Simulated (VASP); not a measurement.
# C19O in VASP: notebook

C19O is run at these levels: LDA; tasks: single point.

All numbers are computed with VASP 6.6.1; they aren't measurements. Logs are shortened: lines on timing, memory, paths and dates and some standing lists are left out, and cuts for length are marked.

## (1) The cell of the first run

The cell holds a slab with vacuum, 20 atoms: a = 7.398 Å, b = 7.398 Å, c = 12.000 Å, α = 90.00°, β = 90.00°, γ = 120.00°.

## (2) Single point, LDA

File INCAR:

```
PREC     = Accurate       # precision mode
ENCUT    = 520            # plane-wave cutoff, eV
EDIFF    = 1E-6           # SCF threshold, eV
ISMEAR   = 0              # smearing method
SIGMA    = 0.05           # smearing width, eV
LREAL    = Auto         
LASPH    = T              # aspherical terms in the spheres
NELM     = 60             # most SCF steps
ALGO     = Normal         # electronic algorithm
ISIF     = 2              # what is computed and relaxed
LWAVE    = F              # write WAVECAR
LCHARG   = F              # write CHGCAR
NBANDS   = 57             # bands
```

File KPOINTS:

```
Automatic mesh
0
Gamma
  2 2 1
```

File POSCAR:

```
C19O
1.0
    7.3980000000      0.0000000000      0.0000000000
   -3.6990000000      6.4068560000      0.0000000000
    0.0000000000      0.0000000000     12.0000000000
C O
19 1
Direct
    0.0079389642      0.0073621133      0.0717548333
    0.2289970490      0.1179367852      0.0716674167
    0.0081418895      0.3386898348      0.0717983333
    0.2287875058      0.4490608186      0.0719122500
    0.0060240314      0.6718999147      0.0717755000
    0.2309925956      0.7844404494      0.0716049167
    0.3415634363      0.0055204924      0.0714378333
    0.5622758339      0.1158249850      0.0712864167
    0.3393768021      0.3386189732      0.0717703333
    0.5643681440      0.4510788131      0.0717574167
    0.3413225432      0.6740941267      0.0718832500
    0.5624306535      0.7847012638      0.0717256667
    0.6727145111      0.0053230477      0.0712905833
    0.8975945024      0.1176834628      0.0716391667
    0.6746875687      0.3407176625      0.0716189167
    0.8957116566      0.4512186633      0.0717815000
    0.6748472882      0.6721076609      0.0718123333
    0.8954809442      0.7823868681      0.0717800833
    0.4520046306      0.9266115861      0.3140209167
    0.2917166876      0.8474763597      0.3526610000
```

Potentials or basis: VASP PAW LDA potentials, release 64 (C, O).

On the command line:

```bash
> cat potpaw_LDA.64/C/POTCAR potpaw_LDA.64/O/POTCAR > POTCAR
> mpirun -np 1 vasp_std > vasp.out
```

OUTCAR:

```text
PREC = Accurate
   ENCUT = 520
   EDIFF = 1E-6
   ISMEAR = 0
   LREAL = Auto
   LASPH = T
   NELM = 60
   ISIF = 2

 ion  position               nearest neighbor table
   1  0.008  0.007  0.072-  14 1.41   2 1.42  18 1.44
   2  0.229  0.118  0.072-   9 1.41   1 1.42   7 1.44
   3  0.008  0.339  0.072-   4 1.41  14 1.42  16 1.44
   4  0.229  0.449  0.072-   3 1.41   9 1.42  11 1.44
   5  0.006  0.672  0.072-  16 1.41  18 1.42   6 1.44
   6  0.231  0.784  0.072-  11 1.41   7 1.42   5 1.44
[... 10 lines left out ...]
  17  0.675  0.672  0.072-  18 1.41  10 1.42  12 1.44
  18  0.895  0.782  0.072-  17 1.41   5 1.42   1 1.44
  19  0.452  0.927  0.314-  20 1.13
  20  0.292  0.847  0.353-  19 1.13

  LATTYP: Found a hexagonal cell.
 ALAT       =     7.3980000000
 C/A-ratio  =     1.6220600162

  Lattice vectors:

 A1 = (   7.3980000000,   0.0000000000,   0.0000000000)
 A2 = (  -3.6990000000,   6.4068560000,   0.0000000000)
 A3 = (   0.0000000000,   0.0000000000,  12.0000000000)

Analysis of symmetry for initial positions (statically):
=====================================================================
 Subroutine PRICEL returns:
 Original cell was already a primitive cell.

 Routine SETGRP: Setting up the symmetry group for a
 hexagonal supercell.

 Subroutine GETGRP returns: Found  1 space group operations
 (whereof  1 operations were pure point group operations)
 out of a pool of 24 trial point group operations.

The static configuration has the point symmetry C_1 .

Analysis of symmetry for dynamics (positions and initial velocities):
=====================================================================
 Subroutine PRICEL returns:
 Original cell was already a primitive cell.

 Routine SETGRP: Setting up the symmetry group for a
 hexagonal supercell.

 Subroutine GETGRP returns: Found  1 space group operations
 (whereof  1 operations were pure point group operations)
 out of a pool of 24 trial point group operations.

The dynamic configuration has the point symmetry C_1 .

 Subroutine INISYM returns: Found  1 space group operations
 (whereof  1 operations are pure point group operations),
 and found     1 'primitive' translations

----------------------------------------------------------------------------------------

                                     Primitive cell

  volume of cell :     568.7750

  direct lattice vectors                    reciprocal lattice vectors
     7.398000000  0.000000000  0.000000000     0.135171668  0.078041398  0.000000000
    -3.699000000  6.406856000  0.000000000     0.000000000  0.156082796  0.000000000
     0.000000000  0.000000000 12.000000000     0.000000000  0.000000000  0.083333333

  length of vectors
     7.398000000  7.398000054 12.000000000     0.156082797  0.156082796  0.083333333

  position of ions in fractional coordinates (direct lattice)
     0.007938964  0.007362113  0.071754833
     0.228997049  0.117936785  0.071667417
     0.008141890  0.338689835  0.071798333
     0.228787506  0.449060819  0.071912250
     0.006024031  0.671899915  0.071775500
     0.230992596  0.784440449  0.071604917
[... 12 lines left out ...]
     0.452004631  0.926611586  0.314020917
     0.291716688  0.847476360  0.352661000

  ion indices of the primitive-cell ions
   primitive index   ion index
                 1           1
                 2           2
                 3           3
                 4           4
                 5           5
                 6           6
[... 12 lines left out ...]
                19          19
                20          20

----------------------------------------------------------------------------------------

 KPOINTS: Automatic mesh

Automatic generation of k-mesh.
 Grid dimensions read from file:
 generate k-points for:    2    2    1

 Generating k-lattice:

  Cartesian coordinates                     Fractional coordinates (reciprocal lattice)
     0.067585834  0.039020699  0.000000000     0.500000000  0.000000000  0.000000000
     0.000000000  0.078041398  0.000000000     0.000000000  0.500000000  0.000000000
     0.000000000  0.000000000  0.083333333     0.000000000  0.000000000  1.000000000

  Length of vectors
     0.078041399  0.078041398  0.083333333

  Shift w.r.t. Gamma in fractional coordinates (k-lattice)
     0.000000000  0.000000000  0.000000000

 Subroutine IBZKPT returns following result:
 ===========================================

 Found      4 irreducible k-points:

 Following reciprocal coordinates:
            Coordinates               Weight
  0.000000  0.000000  0.000000      1.000000
  0.500000  0.000000  0.000000      1.000000
  0.000000  0.500000  0.000000      1.000000
  0.500000  0.500000  0.000000      1.000000
   k-points           NKPTS =      4   k-points in BZ     NKDIM =      4   number of bands    NBANDS=     57
   number of dos      NEDOS =    301   number of ions     NIONS =     20
   total plane-waves  NPLWV = 282240
   dimension x,y,z NGX =    56 NGY =   56 NGZ =   90
   dimension x,y,z NGXF=   112 NGYF=  112 NGZF=  180
   ions per type =              19   1
   NGX,Y,Z   is equivalent  to a cutoff of  12.58, 12.58, 12.47 a.u.
   NGXF,Y,Z  is equivalent  to a cutoff of  25.17, 25.17, 24.94 a.u.
 SYSTEM =  unknown system
   PREC   = accura    normal or accurate (medium, high low for compatibility)
   ISTART =      0    job   : 0-new  1-cont  2-samecut
   ICHARG =      2    charge: 1-file 2-atom 10-const
   ISPIN  =      1    spin polarized calculation?
   LNONCOLLINEAR =      F non collinear calculations
   LSORBIT =      F    spin-orbit coupling
   LASPH  =      T    aspherical Exc in radial PAW
   ENCUT  =  520.0 eV  38.22 Ry    6.18 a.u.  13.76 13.76 22.31*2*pi/ulx,y,z
   NELM   =     60;   NELMIN=  2; NELMDL= -5     # of ELM steps
   EDIFF  = 0.1E-05   stopping-criterion for ELM
   LREAL  =      T    real-space projection
   EDIFFG = 0.1E-04   stopping-criterion for IOM
   NSW    =      0    number of steps for IOM
   IBRION =     -1    ionic relax: 0-MD 1-quasi-New 2-CG
   NFREE  =      0    steps in history (QN), initial steepest desc. (CG)
   ISIF   =      2    stress and relaxation
   ISYM   =      2    0-nonsym 1-usesym 2-fastsym
   POTIM  = 0.5000    time-step for ionic-motion
   TEBEG  =    0.0;   TEEND  =   0.0 temperature during run
   PSTRESS=    0.0 pullay stress
   NELECT =      82.0000    total number of electrons
   NUPDOWN=      -1.0000    fix difference up-down
   EMIN   =  10.00;   EMAX   =-10.00  energy-range for DOS
   EFERMI =   0.00;   METHOD = LEGACY
   ISMEAR =     0;   SIGMA  =   0.05  broadening in eV -4-tet -1-fermi 0-gaus
   EFERMI_NEDOS =   21; number of points for ismear=-14 and -15
   IALGO  =     38    algorithm
   IMIX   =      4    mixing-type and parameters
     AMIX     =   0.40;   BMIX     =  1.00
     AMIX_MAG =   1.60;   BMIX_MAG =  1.00
  volume/ion in A,a.u.               =      28.44       191.91
  Fermi-wavevector in a.u.,A,eV,Ry     =   0.858419  1.622176 10.025902  0.736883
  Thomas-Fermi vector in A             =   1.975621
   LORBIT       =      0    0 simple, 1 ext, 2 COOP (PROOUT), +10 PAW based schemes
   GGA     = CA    functional components
   LHFCALC =     F    Hartree Fock is set to
   AEXX    =    0.0000 exact exchange contribution
   IVDW    =     0    specifies the selected vdW correction
   LEPSILON=     F    determine dielectric tensor
   LRPA    =     F    only Hartree local field effects (RPA)
 non-spin polarized calculation
 Gauss-broadening in eV      SIGMA  =   0.05
  energy-cutoff  :      520.00
  volume of cell :      568.78
 maximum number of plane-waves:     15363
 NGX is ok and might be reduce to    56
   NGX = 27   NGY = 27   NGZ = 45

 number of electron      82.0000004 magnetization

 Free energy of the ion-electron system (eV)
  ---------------------------------------------------
  ext. energy  EPLUGINS =         0.00000000
  ---------------------------------------------------
  free energy    TOTEN  =      -196.73929736 eV

  energy without entropy =     -196.73908528  energy(sigma->0) =     -196.73919132

 E-fermi :  -1.7409     XC(G=0):  -4.2662

 val. band max:       -1.8463064597   @ k =   0.0000   0.0000   0.0000
 cond. band min:      -1.6316111002   @ k =   0.0000   0.0000   0.0000
 fundamental gap:      0.2146953595
 Fermi energy:        -1.7408579664

 k-point     1 :       0.0000    0.0000    0.0000
  band No.  band energies     occupation
      1     -26.5474      2.00000
      2     -21.0364      2.00000
      3     -18.5594      2.00000
      4     -18.5508      2.00000
      5     -18.4310      2.00000
      6     -18.4235      2.00000
[... 45 lines left out ...]
     52       3.2419      0.00000
     53       3.2620      0.00000

 k-point     2 :       0.5000    0.0000    0.0000
  band No.  band energies     occupation
      1     -26.5474      2.00000
      2     -20.3921      2.00000
      3     -20.3808      2.00000
      4     -19.1468      2.00000
      5     -19.0557      2.00000
      6     -16.6644      2.00000
[... 45 lines left out ...]
     52       3.7571      0.00000
     53       4.1548      0.00000

 k-point     3 :       0.0000    0.5000    0.0000
  band No.  band energies     occupation
      1     -26.5474      2.00000
      2     -20.3886      2.00000
      3     -20.3842      2.00000
      4     -19.1479      2.00000
      5     -19.0545      2.00000
      6     -16.6647      2.00000
[... 45 lines left out ...]
     52       3.8927      0.00000
     53       4.0804      0.00000

 k-point     4 :       0.5000    0.5000    0.0000
  band No.  band energies     occupation
      1     -26.5474      2.00000
      2     -20.3894      2.00000
      3     -20.3835      2.00000
      4     -19.1477      2.00000
      5     -19.0546      2.00000
      6     -16.6641      2.00000
[... 45 lines left out ...]
     52       3.8907      0.00000
     53       4.0825      0.00000
 [bands above 53 left out]

------------------------ aborting loop because EDIFF is reached ----------------------------------------

  FORCE on cell =-STRESS in cart. coord.  units (eV):
  Direction    XX          YY          ZZ          XY          YZ          ZX
  --------------------------------------------------------------------------------------
  -------------------------------------------------------------------------------------
  Total       -8.1563033     -8.7292393      0.0880734      0.4548499     -0.2997018     -0.4578930
  in kB      -22.9754176    -24.5893159      0.2480931      1.2812626     -0.8442274     -1.2898348
  external PRESSURE =     -15.7722135 kB  Pullay stress =       0.0000000 kB

 VOLUME and BASIS-vectors are now :
 -----------------------------------------------------------------------------
  energy-cutoff  :      520.00
  volume of cell :      568.78
      direct lattice vectors                 reciprocal lattice vectors
     7.398000000  0.000000000  0.000000000     0.135171668  0.078041398  0.000000000
    -3.699000000  6.406856000  0.000000000     0.000000000  0.156082796  0.000000000
     0.000000000  0.000000000 12.000000000     0.000000000  0.000000000  0.083333333

 POSITION                                       TOTAL-FORCE (eV/Angst)
 -----------------------------------------------------------------------------------
      0.03150      0.04717      0.86106        -0.010702      0.007913     -0.000464
      1.25787      0.75560      0.86001         0.008113      0.009073      0.002463
     -1.19258      2.16994      0.86158         0.002990      0.008672     -0.001957
      0.03149      2.87707      0.86295         0.009744      0.002536      0.001071
     -2.44079      4.30477      0.86131         0.005811     -0.009713      0.002600
     -1.19276      5.02580      0.85926         0.000596     -0.004355      0.002607
[... 12 lines left out ...]
     -0.08361      5.93667      3.76825         0.892649      0.489177     -0.474527
     -0.97669      5.42966      4.23193        -0.907986     -0.510168      0.481214
 -----------------------------------------------------------------------------------
    total drift:                               -0.022383      0.003827      0.024331

  FREE ENERGIE OF THE ION-ELECTRON SYSTEM (eV)
  ---------------------------------------------------
  free  energy   TOTEN  =      -196.7392973554 eV

  energy  without entropy=     -196.7390852757  energy(sigma->0) =     -196.73919132
```

Run time: 2.8 min. Hardware: 1 thread of AMD EPYC 9R45 (Zen 5), shared host; peak memory 0.43 GiB.

What came out:

```yaml
Free_energy: -196.7393 eV
Largest_force: 1.147 eV/Å
Band_gap_on_the_k_mesh: 0.21 eV, direct
```

Forces in eV/Å, atoms in the order of the input:
```
C   -0.011  0.008  0.000
C    0.008  0.009  0.002
C    0.003  0.009 -0.002
C    0.010  0.003  0.001
C    0.006 -0.010  0.003
C    0.001 -0.004  0.003
C    0.003 -0.005  0.000
C    0.000 -0.005 -0.009
C   -0.005 -0.005  0.006
C    0.000 -0.004  0.002
C   -0.006  0.004  0.001
C    0.009  0.016 -0.007
C    0.016 -0.017 -0.006
C   -0.004 -0.007 -0.006
C   -0.004 -0.001 -0.001
C    0.005 -0.001  0.001
C   -0.002  0.018  0.004
C   -0.014  0.014  0.002
C    0.893  0.489 -0.475
O   -0.908 -0.510  0.481
```

Levels at points of the mesh, in eV from the valence-band top:
```csv
k point,band 37,band 38,band 39,band 40,band 41,band 42,band 43,band 44,band 45,band 46
"(0.00, 0.00, 0.00)",-3.99,-2.93,-2.92,-0.01,0.00,0.21,0.22,2.49,2.52,3.60
"(0.50, 0.00, 0.00)",-2.58,-2.55,-2.53,-2.52,-2.24,1.68,2.41,2.49,2.56,2.64
"(0.00, 0.50, 0.00)",-2.58,-2.56,-2.52,-2.52,-2.25,1.70,2.35,2.45,2.57,2.60
"(0.50, 0.50, 0.00)",-2.59,-2.56,-2.52,-2.52,-2.25,1.71,2.36,2.40,2.57,2.60
```

Caveat: the k points lie up to 0.49 Å⁻¹ apart.

## (3) Single point, LDA

File INCAR:

```
SYSTEM = C19O
  ALGO = Normal
  EDIFF = 1E-6
  ENCUT = 520
  GGA = CA
  ISIF = 2
  ISMEAR = 0
  LASPH = .TRUE.
  LCHARG = .TRUE.
  LELF = .TRUE.
  LREAL = Auto
  LVHAR = .TRUE.
  LWAVE = .FALSE.
  NBANDS = 57
  NELM = 80
  PREC = Accurate
  SIGMA = 0.05
```

File KPOINTS:

```
k-points
0
G
  2 2 1
  0 0 0
```

File POSCAR:

```
C19O
1.0
    7.3980000000      0.0000000000      0.0000000000
   -3.6990000000      6.4068560000      0.0000000000
    0.0000000000      0.0000000000     12.0000000000
C O
19 1
Direct
    0.0090187081      0.0056135178      0.0708823333
    0.2299886545      0.1161568170      0.0706825833
    0.0091686782      0.3369437365      0.0709555833
    0.2298759388      0.4473309530      0.0708990000
    0.0070661289      0.6701906520      0.0707169167
    0.2320026197      0.7827275968      0.0704010833
    0.3424589170      0.0036504644      0.0702866667
    0.5632274458      0.1140634345      0.0706040000
    0.3404045224      0.3369039354      0.0708628333
    0.5653839133      0.4493528495      0.0709215000
    0.3423588461      0.6723205579      0.0707420000
    0.5633546775      0.7828204661      0.0709320000
    0.6737191051      0.0035755447      0.0708647500
    0.8986764507      0.1160333555      0.0710056667
    0.6757587303      0.3389862360      0.0708816667
    0.8966809588      0.4494386950      0.0709304167
    0.6758560888      0.6702917937      0.0709769167
    0.8965666203      0.7806390529      0.0708440000
    0.4906726490      0.9715667092      0.3190695833
    0.3283910181      0.8366014469      0.3337278333
```

Potentials or basis: VASP PAW LDA potentials, release 64 (C, O).

On the command line:

```bash
> cat potpaw_LDA.64/C/POTCAR potpaw_LDA.64/O/POTCAR > POTCAR
> mpirun -np 1 vasp_std > vasp.out
```

It took 3 min on 1 thread of AMD EPYC 9R45 (Zen 5), shared host; peak memory 0.43 GiB.

The run converged. Its results:

* Free energy: -196.7382 eV
* Largest force: 1.135 eV/Å
* Band gap on the k mesh: 0.22 eV, direct

Forces in eV/Å, atoms in the order of the input:
```
C   -0.027  0.011  0.000
C    0.018  0.009  0.000
C   -0.004  0.023  0.003
C   -0.014  0.002  0.003
C    0.007 -0.020  0.002
C    0.005 -0.024  0.004
C    0.012  0.019  0.000
C   -0.025 -0.001 -0.001
C    0.001 -0.019  0.003
C    0.004 -0.018  0.000
C   -0.025 -0.005  0.001
C    0.015  0.021 -0.001
C    0.024 -0.021 -0.002
C    0.011 -0.027 -0.002
C   -0.023 -0.001 -0.002
C    0.010  0.017  0.002
C    0.012  0.023  0.003
C   -0.022  0.001  0.001
C    0.706  0.870 -0.178
O   -0.687 -0.859  0.165
```

Levels at points of the mesh, in eV from the valence-band top:
```
           k point  band 38  band 39  band 40  band 41  band 42  band 43  band 44  band 45
(0.00, 0.00, 0.00)    -2.92    -2.92     0.00     0.00     0.22     0.22     2.51     2.56
(0.50, 0.00, 0.00)    -2.56    -2.52    -2.51    -2.24     1.69     2.40     2.49     2.58
(0.00, 0.50, 0.00)    -2.55    -2.52    -2.51    -2.24     1.71     2.37     2.46     2.58
(0.50, 0.50, 0.00)    -2.55    -2.51    -2.51    -2.24     1.73     2.36     2.40     2.60
```

Caveat: the k points lie up to 0.49 Å⁻¹ apart.
